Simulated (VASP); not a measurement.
CuO (Tenorite):

```
Cu O
1.0
     2.31296   -1.69024    0.00000
     2.31296    1.69024    0.00000
    -0.84892    0.00000    4.99106
Cu O
2 2
Direct
  0.49680 0.00320 0.50000
  0.00320 0.49680 0.00000
  0.40560 0.57140 0.75370
  0.57140 0.40560 0.25370
```

This cell differs from its parent crystal: volume scaled by 0.96.

Program: VASP 6.6.1. Alike in all runs: task single point; no spin polarisation; cell as given; k mesh 10 × 10 × 5; cutoff (eV) 520; smearing fermi-dirac 0.05 eV.

Problem. Order these runs on this cell by their pressure, lowest first.
A. level LDA; potentials or basis VASP PAW LDA potentials, release 64 (Cu, O)
B. level r2SCAN; potentials or basis VASP PAW PBE potentials, release 64 (Cu, O)
C. level PBEsol; potentials or basis VASP PAW PBE potentials, release 64 (Cu, O)

Solution. A (-1.4 GPa), C (5.9 GPa), B (8.0 GPa).

Caveats: the PAW data sets were made with another functional, which shifts forces and pressure a little (some runs).
